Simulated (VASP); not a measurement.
## Zr: single point with r2SCAN

Zr:

```
Zr
1.0
     3.23200    0.00000    0.00000
    -1.61600    2.79899    0.00000
     0.00000    0.00000    5.14700
Zr
2
Direct
  0.33333 0.66667 0.25000
  0.66667 0.33333 0.75000
```

```yaml
Program: VASP 6.6.1
Task: single point
Functional: r2SCAN
Potentials_or_basis: VASP PAW PBE potentials, release 64 (Zr_sv)
Cutoff: 520 eV
k_mesh: 6 × 6 × 4
Occupations: gaussian, width 0.1 eV
Spin: no spin polarisation
Dipole_correction: no
Further_INCAR_settings: ALGO = Normal; EDIFF = 1e-06; NBANDS = 19
```

| Item | Value |
| --- | --- |
| Pressure | 0.6 GPa |
| Band gap on the k mesh | zero (band 12 reaches 10.02 eV, above the bottom of band 13 at 8.91 eV) |

Stress tensor (GPa, compression positive):
```
0.53 0.00 0.00
0.00 0.53 0.00
0.00 0.00 0.86
```

Levels at points of the mesh, in eV from the Fermi level:
```tsv
k point	band 9	band 10	band 11	band 12	band 13	band 14	band 15	band 16
(0.00, 0.00, 0.00)	-6.09	-3.28	0.91	0.91	0.96	1.06	1.65	1.65
(0.50, 0.00, 0.00)	-2.77	-2.72	-2.33	-0.44	0.62	0.78	1.51	5.11
(0.00, 0.00, 0.50)	-4.28	-4.28	-0.06	-0.06	0.82	0.82	0.82	0.82
(0.50, 0.00, 0.50)	-3.08	-3.08	-1.16	-1.16	1.51	1.51	2.35	2.35
```

It took 39 s on 1 thread of Intel Xeon 6975P-C, on a shared host, peak memory 0.17 GiB.

Caveat: the k points lie up to 0.37 Å⁻¹ apart; the PAW data sets were made with another functional, which shifts forces and pressure a little.
